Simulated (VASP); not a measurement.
Ca: single point with r2SCAN

System: Ca, a slab with vacuum.

```
Ca
1.0
     3.93775    0.00000    0.00000
     0.00000    3.93775    0.00000
     0.00000    0.00000   20.56882
Ca
3
Direct
  0.50000 0.50000 0.36463
  0.00000 0.00000 0.50000
  0.50000 0.50000 0.63537
```

This cell differs from its parent crystal: atoms taken out.

```json
{
  "Program": "VASP 6.6.1",
  "Task": "single point",
  "Functional": "r2SCAN",
  "Potentials or basis": "VASP PAW PBE potentials, release 64 (Ca_sv)",
  "Cutoff": "520 eV",
  "k mesh": "9 × 9 × 1",
  "Occupations": "gaussian, width 0.1 eV",
  "Spin": "no spin polarisation",
  "Dipole correction": "yes",
  "Further INCAR settings": "ALGO = Normal; EDIFF = 1e-06; NBANDS = 22"
}
```

```json
{
 "Largest force": "0.108 eV/Å",
 "Band gap on the k mesh": "zero (bands 15 and 16 overlap by 0.16 eV)"
}
```

Forces in eV/Å, atoms in the order of the input:
```
Ca   0.000  0.000  0.108
Ca   0.000  0.000  0.000
Ca   0.000  0.000 -0.108
```

Levels at points of the mesh, in eV from the Fermi level:
```tsv
k point	band 11	band 12	band 13	band 14	band 15	band 16	band 17	band 18	band 19	band 20
(0.00, 0.00, 0.00)	-23.82	-23.82	-3.90	-2.87	-1.39	0.34	0.72	0.82	1.22	1.87
```

It took 5.7 min on 1 thread of Intel(R) Xeon(R) 6975P-C (Granite Rapids), on a shared host, peak memory 0.43 GiB.

Caveat: the cell differs from its parent crystal (atoms taken out); the PAW data sets were made with another functional, which shifts forces and pressure a little.
